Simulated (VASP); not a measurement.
A run of VASP 6.6.1 is set up as follows.

Contents of POSCAR:

```
Sb
1.0
    0.0000000000      2.3864604735      2.3864604735
    2.3864604735      0.0000000000      2.3864604735
    2.3864604735      2.3864604735      0.0000000000
Sb
1
Direct
    0.0000000000      0.0000000000      0.0000000000
```

File INCAR.step1:

```
SYSTEM = Sb
PREC = Accurate
ENCUT = 520
ISMEAR = -1
SIGMA = 0.1
LREAL = .False.
LASPH = .True.
NELM = 60
NBANDS = 8
GGA = PE
ALGO = Normal
EDIFF = 1E-4
LWAVE = .True.
LCHARG = .False.
```

File INCAR.step2:

```
SYSTEM = Sb
PREC = Accurate
ENCUT = 520
EDIFF = 1E-6
ISMEAR = -1
SIGMA = 0.1
LREAL = .False.
LASPH = .True.
NELM = 60
ALGO = Normal
ISIF = 2
LWAVE = .False.
LCHARG = .True.
METAGGA = R2SCAN
LMIXTAU = .True.
LELF = .True.
LVHAR = .True.
NBANDS = 8
ISTART = 1
```

Contents of KPOINTS:

```
Automatic mesh
0
Gamma
  19 19 19
  0 0 0
```

Potentials or basis: VASP PAW PBE potentials, release 64 (Sb).

Launch:

```console
$ cat potpaw_PBE.64/Sb/POTCAR > POTCAR
$ cp INCAR.step1 INCAR
$ mpirun -np 1 vasp_std > vasp.out
$ cp INCAR.step2 INCAR
$ mpirun -np 1 vasp_std > vasp.out
```

(1) Estimate the pressure.

Answers

(1) -0.1 GPa.

Caveat: the PAW data sets were made with another functional, which shifts forces and pressure a little.
